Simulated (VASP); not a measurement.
# MgS (P6_3/mmc) in VASP: notebook, part 2 of 2

VASP 6.6.1. The steps go on from the part before.

**3. Relaxation of cell and atoms, PBEsol**

This run uses another cell than the first one, of 21.49 Å³/atom, 1.187 times its volume.

The input, INCAR:

```
SYSTEM = MgS
PREC = Accurate ; ENCUT = 600
EDIFF = 1E-6 ; ISMEAR = -1
SIGMA = 0.02 ; LREAL = .FALSE.
LASPH = .TRUE. ; NELM = 60
ALGO = Normal ; ISIF = 3
LWAVE = .FALSE. ; LCHARG = .FALSE.
GGA = PS ; IBRION = 2
NSW = 80 ; EDIFFG = -0.005
```

The input, KPOINTS:

```
regular mesh
0
G
  6 6 4
  0 0 0
```

The input, POSCAR:

```
MgS
1.0
    4.3189567271      0.0000000000      0.0000000000
   -2.1594783635      3.7403262436      0.0000000000
    0.0000000000      0.0000000000      5.3202916223
Mg S
2 2
Direct
    0.3333333333      0.6666666667      0.2500000000
    0.6666666667      0.3333333333      0.7500000000
    0.6666666667      0.3333333333      0.2500000000
    0.3333333333      0.6666666667      0.7500000000
```

Potentials or basis: VASP PAW PBE potentials, release 64 (Mg, S).

Run with:

```
cat potpaw_PBE.64/Mg/POTCAR potpaw_PBE.64/S/POTCAR > POTCAR
mpirun -np 1 vasp_std > vasp.out
```

OUTCAR:

```text
SYSTEM = MgS
   PREC = Accurate
   ENCUT = 600
   EDIFF = 1E-6
   ISMEAR = -1
   LREAL = .FALSE.
   LASPH = .TRUE.
   NELM = 60
   ISIF = 3
   GGA = PS
   IBRION = 2
   NSW = 80
   EDIFFG = -0.005

 ion  position               nearest neighbor table
   1  0.333  0.667  0.250-   3 2.49   3 2.49   3 2.49   4 2.66   4 2.66   2 3.65   2 3.65   2 3.65
                             2 3.65   2 3.65   2 3.65
   2  0.667  0.333  0.750-   4 2.49   4 2.49   4 2.49   3 2.66   3 2.66   1 3.65   1 3.65   1 3.65
                             1 3.65   1 3.65   1 3.65
   3  0.667  0.333  0.250-   1 2.49   1 2.49   1 2.49   2 2.66   2 2.66
   4  0.333  0.667  0.750-   2 2.49   2 2.49   2 2.49   1 2.66   1 2.66

  LATTYP: Found a hexagonal cell.
 ALAT       =     4.3189567271
 C/A-ratio  =     1.2318464755

  Lattice vectors:

 A1 = (   4.3189567271,   0.0000000000,   0.0000000000)
 A2 = (  -2.1594783635,   3.7403262436,   0.0000000000)
 A3 = (   0.0000000000,   0.0000000000,   5.3202916223)

Analysis of symmetry for initial positions (statically):
=====================================================================
 Subroutine PRICEL returns:
 Original cell was already a primitive cell.

 Routine SETGRP: Setting up the symmetry group for a
 hexagonal supercell.

 Subroutine GETGRP returns: Found 24 space group operations
 (whereof 12 operations were pure point group operations)
 out of a pool of 24 trial point group operations.

The static configuration has the point symmetry D_3d.
 The point group associated with its full space group is D_6h.

Analysis of symmetry for dynamics (positions and initial velocities):
=====================================================================
 Subroutine PRICEL returns:
 Original cell was already a primitive cell.

 Routine SETGRP: Setting up the symmetry group for a
 hexagonal supercell.

 Subroutine GETGRP returns: Found 24 space group operations
 (whereof 12 operations were pure point group operations)
 out of a pool of 24 trial point group operations.

[... 114 lines left out ...]
   EMIN   =  10.00;   EMAX   =-10.00  energy-range for DOS
   EFERMI =   0.00;   METHOD = LEGACY
   ISMEAR =    -1;   SIGMA  =   0.02  broadening in eV -4-tet -1-fermi 0-gaus
   EFERMI_NEDOS =   21; number of points for ismear=-14 and -15
   IALGO  =     38    algorithm
   IMIX   =      4    mixing-type and parameters
     AMIX     =   0.40;   BMIX     =  1.00
     AMIX_MAG =   1.60;   BMIX_MAG =  1.00
  volume/ion in A,a.u.               =      21.49       145.00
  Fermi-wavevector in a.u.,A,eV,Ry     =   0.934775  1.766468 11.888819  0.873804
  Thomas-Fermi vector in A             =   2.061614
   LORBIT       =      0    0 simple, 1 ext, 2 COOP (PROOUT), +10 PAW based schemes
   GGA     = PS    functional components
   LHFCALC =     F    Hartree Fock is set to
   AEXX    =    0.0000 exact exchange contribution
   IVDW    =     0    specifies the selected vdW correction
   LEPSILON=     F    determine dielectric tensor
   LRPA    =     F    only Hartree local field effects (RPA)
 conjugate gradient relaxation of ions
 non-spin polarized calculation
  energy-cutoff  :      600.00
  volume of cell :       85.95
 maximum number of plane-waves:      2890
 NGX is ok and might be reduce to    36
   NGX = 17   NGY = 17   NGZ = 21

--------------------------------------- Ionic step        1  -------------------------------------------

 number of electron      16.0000002 magnetization

 Free energy of the ion-electron system (eV)
  ---------------------------------------------------
  ext. energy  EPLUGINS =         0.00000000
  ---------------------------------------------------
  free energy    TOTEN  =       -17.85193469 eV

  energy without entropy =      -17.85193469  energy(sigma->0) =      -17.85193469

------------------------ aborting loop because EDIFF is reached ----------------------------------------

  FORCE on cell =-STRESS in cart. coord.  units (eV):
  Direction    XX          YY          ZZ          XY          YZ          ZX
  --------------------------------------------------------------------------------------
  -------------------------------------------------------------------------------------
  Total       -0.7819813     -0.7819813     -0.9842700     -0.0000000     -0.0000000      0.0000000
  in kB      -14.5775047    -14.5775047    -18.3485201     -0.0000000     -0.0000000      0.0000000
  external PRESSURE =     -15.8345098 kB  Pullay stress =       0.0000000 kB
[... 139 lines left out ...]
--------------------------------------- Ionic step        5  -------------------------------------------

 number of electron      16.0000003 magnetization

 Free energy of the ion-electron system (eV)
  ---------------------------------------------------
  ext. energy  EPLUGINS =         0.00000000
  ---------------------------------------------------
  free energy    TOTEN  =       -17.86383241 eV

  energy without entropy =      -17.86383241  energy(sigma->0) =      -17.86383241

 E-fermi :   2.8199     XC(G=0):  -8.8977

 val. band max:        2.3813042658   @ k =   0.0000   0.0000   0.0000
 cond. band min:       5.2744799790   @ k =   0.0000   0.0000   0.0000
 fundamental gap:      2.8931757132
 Fermi energy:         2.8199369915

 k-point     1 :       0.0000    0.0000    0.0000
  band No.  band energies     occupation
      1      -9.9923      2.00000
      2      -8.4602      2.00000
      3      -1.5503      2.00000
      4       0.3315      2.00000
      5       0.3315      2.00000
      6       1.5163      2.00000
      7       1.5163      2.00000
      8       2.3813      2.00000
      9       5.2745      0.00000
     10       5.3344      0.00000
     11       8.3150      0.00000
     12       8.3150      0.00000
[... 329 lines left out ...]
  FREE ENERGIE OF THE ION-ELECTRON SYSTEM (eV)
  ---------------------------------------------------
  free  energy   TOTEN  =       -17.8638324139 eV

  energy  without entropy=      -17.8638324139  energy(sigma->0) =      -17.86383241

 reached required accuracy - stopping structural energy minimisation
```

Wall time 40 s (1 thread of Intel Xeon 6975P-C (Granite Rapids), shared host); peak memory 0.25 GiB.

Results:

| Item | Value |
| --- | --- |
| Free energy | -17.8638 eV |
| Relaxed volume | 20.92 Å³/atom |
| Relaxed cell | a = 4.290 Å, b = 4.290 Å, c = 5.251 Å, α = 90.00°, β = 90.00°, γ = 120.00° |
| Space group after relaxing (to 0.05 Å) | P6_3/mmc (No. 194) |
| Energy gained by relaxing | 3.0 meV/atom |
| Ionic steps | 5 |
| Pressure after relaxing | 0.0 GPa |
| Band gap on the k mesh | 2.89 eV, direct |

Step by step:
| step | energy change (eV) | largest force (eV/Å) | pressure (GPa) | volume (Å³) |
| --- | --- | --- | --- | --- |
| 1 | 0.0000 | 0.0000 | -1.58 | 85.95 |
| 2 | -0.0114 | 0.0000 | 0.28 | 83.33 |
| 3 | -0.0116 | 0.0000 | 0.02 | 83.67 |
| 4 | -0.0118 | 0.0000 | 0.01 | 83.67 |
| 5 | -0.0119 | 0.0000 | 0.01 | 83.68 |

Final structure:
```yaml
crystal:
  lattice:
    - [4.28972, 0.00000, 0.00000]
    - [-2.14486, 3.71501, 0.00000]
    - [0.00000, 0.00000, 5.25073]
  atoms:
    - { symbol: Mg, position: [0.33333, 0.66667, 0.25000] }
    - { symbol: Mg, position: [0.66667, 0.33333, 0.75000] }
    - { symbol: S, position: [0.66667, 0.33333, 0.25000] }
    - { symbol: S, position: [0.33333, 0.66667, 0.75000] }
```

Levels at points of the mesh, in eV from the valence-band top:
```tsv
k point	band 4	band 5	band 6	band 7	band 8	band 9	band 10	band 11	band 12
(0.00, 0.00, 0.00)	-2.05	-2.05	-0.86	-0.86	0.00	2.89	2.95	5.93	5.93
(0.50, 0.00, 0.00)	-2.78	-2.71	-2.55	-1.65	-0.78	3.25	5.27	5.99	6.37
(0.00, 0.00, 0.50)	-2.43	-1.49	-1.49	-1.49	-1.49	4.57	4.57	5.87	5.87
(0.50, 0.00, 0.50)	-4.26	-1.91	-1.91	-0.85	-0.85	4.39	4.39	6.43	6.43
```

Caveat: the PAW data sets were made with another functional, which shifts forces and pressure a little.

**4. Relaxation of cell and atoms, LDA**

This run uses another cell than the first one, of 21.49 Å³/atom, 1.187 times its volume.

The input, INCAR:

```
SYSTEM = MgS
  PREC = Accurate
  ENCUT = 600
  EDIFF = 1E-6
  ISMEAR = -1
  SIGMA = 0.02
  LREAL = .False.
  LASPH = .True.
  NELM = 100
  ALGO = Normal
  ISIF = 3
  LWAVE = .False.
  LCHARG = .False.
  GGA = CA
  IBRION = 2
  NSW = 80
  EDIFFG = -0.005
```

The input, KPOINTS:

```
Automatic mesh
0
Gamma
  6 6 4
  0 0 0
```

POSCAR is that of step 3.

Potentials or basis: VASP PAW LDA potentials, release 64 (Mg, S).

Run with:

```
cat potpaw_LDA.64/Mg/POTCAR potpaw_LDA.64/S/POTCAR > POTCAR
mpirun -np 1 vasp_std > vasp.out
```

OUTCAR:

```text
SYSTEM = MgS
   PREC = Accurate
   ENCUT = 600
   EDIFF = 1E-6
   ISMEAR = -1
   LREAL = .False.
   LASPH = .True.
   NELM = 100
   ISIF = 3
   GGA = CA
   IBRION = 2
   NSW = 80
   EDIFFG = -0.005

 ion  position               nearest neighbor table
   1  0.333  0.667  0.250-   3 2.49   3 2.49   3 2.49   4 2.66   4 2.66   2 3.65   2 3.65   2 3.65
                             2 3.65   2 3.65   2 3.65
   2  0.667  0.333  0.750-   4 2.49   4 2.49   4 2.49   3 2.66   3 2.66   1 3.65   1 3.65   1 3.65
                             1 3.65   1 3.65   1 3.65
   3  0.667  0.333  0.250-   1 2.49   1 2.49   1 2.49   2 2.66   2 2.66
   4  0.333  0.667  0.750-   2 2.49   2 2.49   2 2.49   1 2.66   1 2.66

  LATTYP: Found a hexagonal cell.
 ALAT       =     4.3189567271
 C/A-ratio  =     1.2318464755

  Lattice vectors:

 A1 = (   4.3189567271,   0.0000000000,   0.0000000000)
 A2 = (  -2.1594783635,   3.7403262436,   0.0000000000)
 A3 = (   0.0000000000,   0.0000000000,   5.3202916223)

Analysis of symmetry for initial positions (statically):
=====================================================================
 Subroutine PRICEL returns:
 Original cell was already a primitive cell.

 Routine SETGRP: Setting up the symmetry group for a
 hexagonal supercell.

 Subroutine GETGRP returns: Found 24 space group operations
 (whereof 12 operations were pure point group operations)
 out of a pool of 24 trial point group operations.

The static configuration has the point symmetry D_3d.
 The point group associated with its full space group is D_6h.

Analysis of symmetry for dynamics (positions and initial velocities):
=====================================================================
 Subroutine PRICEL returns:
 Original cell was already a primitive cell.

 Routine SETGRP: Setting up the symmetry group for a
 hexagonal supercell.

 Subroutine GETGRP returns: Found 24 space group operations
 (whereof 12 operations were pure point group operations)
 out of a pool of 24 trial point group operations.

[... 114 lines left out ...]
   EMIN   =  10.00;   EMAX   =-10.00  energy-range for DOS
   EFERMI =   0.00;   METHOD = LEGACY
   ISMEAR =    -1;   SIGMA  =   0.02  broadening in eV -4-tet -1-fermi 0-gaus
   EFERMI_NEDOS =   21; number of points for ismear=-14 and -15
   IALGO  =     38    algorithm
   IMIX   =      4    mixing-type and parameters
     AMIX     =   0.40;   BMIX     =  1.00
     AMIX_MAG =   1.60;   BMIX_MAG =  1.00
  volume/ion in A,a.u.               =      21.49       145.00
  Fermi-wavevector in a.u.,A,eV,Ry     =   0.934775  1.766468 11.888819  0.873804
  Thomas-Fermi vector in A             =   2.061614
   LORBIT       =      0    0 simple, 1 ext, 2 COOP (PROOUT), +10 PAW based schemes
   GGA     = CA    functional components
   LHFCALC =     F    Hartree Fock is set to
   AEXX    =    0.0000 exact exchange contribution
   IVDW    =     0    specifies the selected vdW correction
   LEPSILON=     F    determine dielectric tensor
   LRPA    =     F    only Hartree local field effects (RPA)
 conjugate gradient relaxation of ions
 non-spin polarized calculation
  energy-cutoff  :      600.00
  volume of cell :       85.95
 maximum number of plane-waves:      2890
 NGX is ok and might be reduce to    36
   NGX = 17   NGY = 17   NGZ = 21

--------------------------------------- Ionic step        1  -------------------------------------------

 number of electron      16.0000002 magnetization

 Free energy of the ion-electron system (eV)
  ---------------------------------------------------
  ext. energy  EPLUGINS =         0.00000000
  ---------------------------------------------------
  free energy    TOTEN  =       -18.76313366 eV

  energy without entropy =      -18.76313366  energy(sigma->0) =      -18.76313366

------------------------ aborting loop because EDIFF is reached ----------------------------------------

  FORCE on cell =-STRESS in cart. coord.  units (eV):
  Direction    XX          YY          ZZ          XY          YZ          ZX
  --------------------------------------------------------------------------------------
  -------------------------------------------------------------------------------------
  Total       -1.8960675     -1.8960675     -2.0190607     -0.0000000     -0.0000000      0.0000000
  in kB      -35.3460259    -35.3460259    -37.6388362     -0.0000000     -0.0000000      0.0000000
  external PRESSURE =     -36.1102960 kB  Pullay stress =       0.0000000 kB
[... 215 lines left out ...]
--------------------------------------- Ionic step        7  -------------------------------------------

 number of electron      16.0000000 magnetization

 Free energy of the ion-electron system (eV)
  ---------------------------------------------------
  ext. energy  EPLUGINS =         0.00000000
  ---------------------------------------------------
  free energy    TOTEN  =       -18.82359978 eV

  energy without entropy =      -18.82359978  energy(sigma->0) =      -18.82359978

 E-fermi :   2.9908     XC(G=0):  -9.2148

 val. band max:        2.5498704072   @ k =   0.0000   0.0000   0.0000
 cond. band min:       5.4135505900   @ k =   0.0000   0.0000   0.0000
 fundamental gap:      2.8636801828
 Fermi energy:         2.9908064144

 k-point     1 :       0.0000    0.0000    0.0000
  band No.  band energies     occupation
      1      -9.9602      2.00000
      2      -8.3108      2.00000
      3      -1.5506      2.00000
      4       0.4152      2.00000
      5       0.4152      2.00000
      6       1.6440      2.00000
      7       1.6440      2.00000
      8       2.5499      2.00000
      9       5.4136      0.00000
     10       5.4871      0.00000
     11       8.4074      0.00000
     12       8.4074      0.00000
[... 329 lines left out ...]
  FREE ENERGIE OF THE ION-ELECTRON SYSTEM (eV)
  ---------------------------------------------------
  free  energy   TOTEN  =       -18.8235997798 eV

  energy  without entropy=      -18.8235997798  energy(sigma->0) =      -18.82359978

 reached required accuracy - stopping structural energy minimisation
```

Run time: 42 s. Hardware: 1 thread of Intel Xeon 6975P-C (Granite Rapids), shared host; peak memory 0.21 GiB.

Results:

```
Free energy                            : -18.8236 eV
Relaxed volume                         : 20.21 Å³/atom
Relaxed cell                           : a = 4.240 Å, b = 4.240 Å, c = 5.193 Å, α = 90.00°, β = 90.00°, γ = 120.00°
Space group after relaxing (to 0.05 Å) : P6_3/mmc (No. 194)
Energy gained by relaxing              : 15.1 meV/atom
Ionic steps                            : 7
Pressure after relaxing                : 0.0 GPa
Band gap on the k mesh                 : 2.86 eV, direct
```

Step by step:
| step | energy change (eV) | largest force (eV/Å) | pressure (GPa) | volume (Å³) |
| --- | --- | --- | --- | --- |
| 1 | 0.0000 | 0.0000 | -3.61 | 85.95 |
| 2 | -0.0583 | 0.0000 | 0.72 | 80.06 |
| 3 | -0.0601 | 0.0000 | 0.01 | 80.88 |
| 4 | -0.0601 | 0.0000 | -0.07 | 80.98 |
| 5 | -0.0604 | 0.0000 | -0.07 | 80.97 |
| 6 | -0.0605 | 0.0000 | -0.07 | 80.96 |
| 7 | -0.0605 | 0.0000 | 0.02 | 80.85 |

Final structure:
```xyz
4
Lattice="4.2402 0.0000 0.0000 -2.1201 3.6722 0.0000 0.0000 0.0000 5.1926" Properties=species:S:1:pos:R:3 pbc="T T T"
Mg    0.0000    2.4481    1.2981
Mg    2.1201    1.2240    3.8944
S     2.1201    1.2240    1.2981
S     0.0000    2.4481    3.8944
```

A k mesh can miss the band edges. LDA gaps usually lie below the measured ones, often by a third to a half.

**5. Single point, PBE**

This run uses another cell than the first one, of 21.11 Å³/atom, 1.166 times its volume.

The input, INCAR:

```
  ALGO = Normal
  EDIFF = 1E-7
  ENCUT = 520
  GGA = PE
  ISIF = 2
  ISMEAR = -1
  LASPH = True
  LCHARG = False
  LREAL = False
  LWAVE = False
  NBANDS = 16
  NELM = 80
  PREC = Accurate
  SIGMA = 0.02
```

The input, KPOINTS:

```
k-points
0
Gamma
  12 12 6
```

The input, POSCAR:

```
MgS
1.0
    4.2955415433      0.0000000000      0.0000000000
   -2.1477707716      3.7200480996      0.0000000000
    0.0000000000      0.0000000000      5.2850911870
Mg S
2 2
Direct
    0.3333333333      0.6666666667      0.2500000000
    0.6666666667      0.3333333333      0.7500000000
    0.6666666667      0.3333333333      0.2500000000
    0.3333333333      0.6666666667      0.7500000000
```

Potentials or basis: VASP PAW PBE potentials, release 64 (Mg, S).

Run with:

```
cat potpaw_PBE.64/Mg/POTCAR potpaw_PBE.64/S/POTCAR > POTCAR
mpirun -np 1 vasp_std > vasp.out
```

Run time: 40 s. Hardware: 1 thread of Intel Xeon 6975P-C (Granite Rapids), shared host; peak memory 0.24 GiB.

It converged, with:

| Quantity | Value |
| --- | --- |
| Free energy | -16.8759 eV |
| Pressure | 0.9 GPa |
| Band gap on the k mesh | 3.00 eV, direct |

Levels at points of the mesh, in eV from the valence-band top:
```csv
k point,band 4,band 5,band 6,band 7,band 8,band 9,band 10,band 11,band 12,band 13
"(0.00, 0.00, 0.00)",-2.01,-2.01,-0.87,-0.87,0.00,3.00,3.01,6.03,6.03,7.81
"(0.50, 0.00, 0.00)",-2.71,-2.65,-2.54,-1.60,-0.80,3.36,5.29,6.12,6.48,7.49
"(0.00, 0.00, 0.50)",-2.38,-1.47,-1.47,-1.47,-1.47,4.63,4.63,5.98,5.98,5.98
"(0.50, 0.00, 0.50)",-4.18,-1.88,-1.88,-0.84,-0.84,4.50,4.50,6.45,6.45,8.79
```

A k mesh can miss the band edges. PBE gaps usually lie below the measured ones, often by a third to a half.

**6. The runs side by side**

```tsv
task	level	potentials or basis	cell	k mesh	cutoff (eV)	gap on the mesh (eV)	pressure (GPa)	relaxed volume (Å³/atom)
relaxation of cell and atoms	PBE	VASP PAW PBE potentials, release 64 (Mg, S)	relaxed from a = 4.059, b = 4.059, c = 5.074 Å, angles 90.0, 90.0, 120.0°, 4 atoms	6 × 6 × 4	600	2.93	0.0	21.42
relaxation of cell and atoms	PBEsol	VASP PAW PBE potentials, release 64 (Mg, S)	relaxed from a = 4.319, b = 4.319, c = 5.320 Å, angles 90.0, 90.0, 120.0°, 4 atoms	6 × 6 × 4	600	2.89	0.0	20.92
relaxation of cell and atoms	LDA	VASP PAW LDA potentials, release 64 (Mg, S)	relaxed from a = 4.319, b = 4.319, c = 5.320 Å, angles 90.0, 90.0, 120.0°, 4 atoms	6 × 6 × 4	600	2.86	0.0	20.21
single point	PBE	VASP PAW PBE potentials, release 64 (Mg, S)	a = 4.296, b = 4.296, c = 5.285 Å, angles 90.0, 90.0, 120.0°, 4 atoms	12 × 12 × 6	520	3.00	0.9	-
```

Alike in all rows: no spin polarisation; smearing fermi-dirac 0.02 eV.

Caveats: the volume moved by over 15 % at a fixed basis, so the end points are rough (some runs); the PAW data sets were made with another functional, which shifts forces and pressure a little (some runs).

Total energies depend on the potentials used, so only differences within one code and one set of settings carry meaning.
